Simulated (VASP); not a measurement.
# Gd2MgH6 in VASP: single point with PBE

Aim: the single point of Gd2MgH6 with PBE.

All numbers are computed with VASP 6.6.1; they aren't measurements. Logs are shortened: lines on timing, memory, paths and dates and some standing lists are left out, and cuts for length are marked.

### Step 1. The cell of the first run

The typed cell holds 9 atoms: a = 5.371 Å, b = 5.371 Å, c = 4.000 Å, α = 90.00°, β = 90.00°, γ = 120.00°.

### Step 2. Single point, PBE, collinear spin, ferromagnetic start

The input, INCAR:

```
SYSTEM = Gd2MgH6
PREC     = Accurate       ! precision mode
ENCUT    = 520            ! plane-wave cutoff, eV
EDIFF    = 1E-6           ! SCF threshold, eV
ISMEAR   = 1              ! smearing method
SIGMA    = 0.0354         ! smearing width, eV
LREAL    = .FALSE.        ! projectors in reciprocal space
LASPH    = .TRUE.         ! aspherical terms in the spheres
NELM     = 150            ! most SCF steps
ALGO     = Normal         ! electronic algorithm
ISIF     = 2              ! what is computed and relaxed
LWAVE    = .FALSE.        ! write WAVECAR
LCHARG   = .TRUE.         ! write CHGCAR
ISPIN    = 2              ! spin polarisation
MAGMOM   = 7 7 0 0 0 0 0 0 0 ! initial moments
LORBIT   = 11             ! projections on sites
LMAXMIX  = 6              ! l up to which the mixer works
GGA      = PE             ! functional
LELF     = .TRUE.         ! ELF
LVHAR    = .TRUE.       
NELECT   = 43.0         
NBANDS   = 36             ! bands
```

The input, KPOINTS:

```
Automatic mesh
0
G
  4 4 5
  0 0 0
```

The input, POSCAR:

```
Gd2MgH6
1.0
    5.3711827800      0.0000000000      0.0000000000
   -2.6855913900      4.6515842500      0.0000000000
    0.0000000000      0.0000000000      3.9998165800
Gd Mg H
2 1 6
Direct
    0.3333000000      0.6667000000      0.2641000000
    0.6667000000      0.3333000000      0.7359000000
    0.0000000000      0.0000000000      0.0000000000
    0.8221000000      0.1779000000      0.2430000000
    0.8221000000      0.6442000000      0.2430000000
    0.3558000000      0.1779000000      0.2430000000
    0.1779000000      0.8221000000      0.7570000000
    0.6442000000      0.8221000000      0.7570000000
    0.1779000000      0.3558000000      0.7570000000
```

Potentials or basis: VASP PAW PBE potentials, release 64 (Gd, Mg, H).

Started as:

```sh
cat potpaw_PBE.64/Gd/POTCAR potpaw_PBE.64/Mg/POTCAR potpaw_PBE.64/H/POTCAR > POTCAR
mpirun -np 1 vasp_std > vasp.out
```

OUTCAR:

```text
SYSTEM = Gd2MgH6
   PREC = Accurate
   ENCUT = 520
   EDIFF = 1E-6
   ISMEAR = 1
   LREAL = .FALSE.
   LASPH = .TRUE.
   NELM = 150
   ISIF = 2
   ISPIN = 2
   LORBIT = 11
   GGA = PE
   NELECT = 43.0

 ion  position               nearest neighbor table
   1  0.333  0.667  0.264-   3 3.28   3 3.28   3 3.28
   2  0.667  0.333  0.736-   3 3.28   3 3.28   3 3.28
   3  0.000  0.000  0.000-   4 1.92   6 1.92   7 1.92   8 1.92   5 1.92   9 1.92   1 3.28   2 3.28
                             2 3.28   1 3.28   2 3.28   1 3.28
   4  0.822  0.178  0.243-   3 1.92
   5  0.822  0.644  0.243-   3 1.92
   6  0.356  0.178  0.243-   3 1.92
   7  0.178  0.822  0.757-   3 1.92
   8  0.644  0.822  0.757-   3 1.92
   9  0.178  0.356  0.757-   3 1.92

  LATTYP: Found a hexagonal cell.
 ALAT       =     5.3711827800
 C/A-ratio  =     0.7446807796

  Lattice vectors:

 A1 = (   5.3711827800,   0.0000000000,   0.0000000000)
 A2 = (  -2.6855913900,   4.6515842500,   0.0000000000)
 A3 = (   0.0000000000,   0.0000000000,   3.9998165800)

Analysis of symmetry for initial positions (statically):
=====================================================================
 Subroutine PRICEL returns:
 Original cell was already a primitive cell.

 Routine SETGRP: Setting up the symmetry group for a
 hexagonal supercell.

 Subroutine GETGRP returns: Found  4 space group operations
 (whereof  4 operations were pure point group operations)
 out of a pool of 24 trial point group operations.

The static configuration has the point symmetry C_2h.

Analysis of symmetry for dynamics (positions and initial velocities):
=====================================================================
 Subroutine PRICEL returns:
 Original cell was already a primitive cell.

 Routine SETGRP: Setting up the symmetry group for a
 hexagonal supercell.

 Subroutine GETGRP returns: Found  4 space group operations
 (whereof  4 operations were pure point group operations)
 out of a pool of 24 trial point group operations.

The dynamic configuration has the point symmetry C_2h.

Analysis of structural, dynamic, and magnetic symmetry:
=====================================================================
 Subroutine PRICEL returns:
 Original cell was already a primitive cell.

 Routine SETGRP: Setting up the symmetry group for a
 hexagonal supercell.

[... 165 lines left out ...]

 E-fermi :   3.6194     XC(G=0):  -9.7918

 val. band max:        3.6150960589   @ k =   0.2500   0.5000   0.4000
 cond. band min:       3.6289380234   @ k =   0.0000   0.2500   0.4000
 fundamental gap:      0.0138419644
 Fermi energy:         3.6193801539

 spin component 1

 k-point     1 :       0.0000    0.0000    0.0000
  band No.  band energies     occupation
      1     -42.0960      1.00000
      2     -42.0481      1.00000
      3     -19.6708      1.00000
      4     -19.6704      1.00000
      5     -19.5415      1.00000
      6     -19.4139      1.00000
[... 853 lines left out ...]
     32       4.9272      0.00000
     33       6.6288      0.00000

 [... further k-points ...]

 spin component 2

 k-point     1 :       0.0000    0.0000    0.0000
  band No.  band energies     occupation
      1     -39.0110      1.00000
      2     -38.9496      1.00000
      3     -17.5033      1.00000
      4     -17.5028      1.00000
      5     -17.3413      1.00000
      6     -17.1913      1.00000
[... 853 lines left out ...]
     32       5.7631      0.00000
     33       7.5793      0.00000

 [... further k-points ...]

 [bands above 33 left out]

------------------------ aborting loop because EDIFF is reached ----------------------------------------

  FORCE on cell =-STRESS in cart. coord.  units (eV):
  Direction    XX          YY          ZZ          XY          YZ          ZX
  --------------------------------------------------------------------------------------
  -------------------------------------------------------------------------------------
  Total       -6.4995401     -6.4989189     -9.0714648      0.0005465      0.0011596     -0.0020083
  in kB     -104.2035017   -104.1935413   -145.4377350      0.0087623      0.0185907     -0.0321983
  external PRESSURE =    -117.9449260 kB  Pullay stress =       0.0000000 kB

 VOLUME and BASIS-vectors are now :
 -----------------------------------------------------------------------------
  energy-cutoff  :      520.00
  volume of cell :       99.93
      direct lattice vectors                 reciprocal lattice vectors
     5.371182780  0.000000000  0.000000000     0.186178732  0.107490260  0.000000000
    -2.685591390  4.651584250  0.000000000     0.000000000  0.214980520  0.000000000
     0.000000000  0.000000000  3.999816580     0.000000000  0.000000000  0.250011464

 POSITION                                       TOTAL-FORCE (eV/Angst)
 -----------------------------------------------------------------------------------
     -0.00027      3.10121      1.05635         0.001671     -0.000965     -0.079238
      2.68586      1.55037      2.94347        -0.001671      0.000965      0.079238
      0.00000      0.00000      0.00000         0.000000      0.000000      0.000000
      3.93788      0.82752      0.97196        -0.363089      0.209629      0.052677
      2.68559      2.99655      0.97196         0.000531     -0.419272      0.052762
      1.43330      0.82752      0.97196         0.363366      0.209176      0.052762
     -1.25229      3.82407      3.02786         0.363089     -0.209629     -0.052677
      1.25229      3.82407      3.02786        -0.363366     -0.209176     -0.052762
      0.00000      1.65503      3.02786        -0.000531      0.419272     -0.052762
 -----------------------------------------------------------------------------------
    total drift:                               -0.000000     -0.000000      0.000000

  FREE ENERGIE OF THE ION-ELECTRON SYSTEM (eV)
  ---------------------------------------------------
  free  energy   TOTEN  =       -51.7103678025 eV

  energy  without entropy=      -51.7102210851  energy(sigma->0) =      -51.71031890

 total charge

# of ion       s       p       d       f       tot
--------------------------------------------------
    1        2.011   5.598   0.369   7.118  15.097
    2        2.011   5.598   0.369   7.118  15.097
    3        0.166   0.164   0.041   0.000   0.372
    4        0.521   0.004   0.000   0.000   0.524
    5        0.520   0.004   0.000   0.000   0.524
    6        0.520   0.004   0.000   0.000   0.524
    7        0.521   0.004   0.000   0.000   0.524
    8        0.520   0.004   0.000   0.000   0.524
    9        0.520   0.004   0.000   0.000   0.524
--------------------------------------------------
tot          7.312  11.385   0.780  14.235  33.712

 magnetization (x)

# of ion       s       p       d       f       tot
--------------------------------------------------
    1       -0.006  -0.077   0.098   6.679   6.693
    2       -0.006  -0.077   0.098   6.679   6.693
    3       -0.003  -0.001  -0.001   0.000  -0.005
    4       -0.012   0.001   0.000   0.000  -0.012
    5       -0.012   0.001   0.000   0.000  -0.012
    6       -0.012   0.001   0.000   0.000  -0.012
    7       -0.012   0.001   0.000   0.000  -0.012
    8       -0.012   0.001   0.000   0.000  -0.012
    9       -0.012   0.001   0.000   0.000  -0.012
--------------------------------------------------
tot         -0.088  -0.152   0.195  13.358  13.312
```

Wall time 8 min (1 thread of Intel Xeon Platinum 8259CL at 2.50GHz (Skylake/Cascade Lake), shared host); peak memory 0.37 GiB.

Results:

```
Free energy                                           : -51.7104 eV
Largest force                                         : 0.423 eV/Å
Net moment                                            : 13.91 μB per cell
Site moments                                          : Gd +6.69; Mg -0.01; H -0.01 μB
Valence electrons inside the program's atomic spheres : Gd 15.10; Mg 0.37; H 0.52
```

Forces on the atoms (eV/Å):
```
Gd   0.002 -0.001 -0.079
Gd  -0.002  0.001  0.079
Mg   0.000  0.000  0.000
H   -0.363  0.210  0.053
H    0.001 -0.419  0.053
H    0.363  0.209  0.053
H    0.363 -0.210 -0.053
H   -0.363 -0.209 -0.053
H   -0.001  0.419 -0.053
```

Caveat: the cell carries a net charge on a neutralising background, which shifts energy and pressure; the cell is charged against a uniform background, so pressure and absolute levels hang on convention; spin-orbit coupling is left out, which moves the levels of the heavy elements; semilocal functionals describe open f shells poorly, which spoils levels, moments and volumes. The state reached can hang on the start; a lower one may exist.
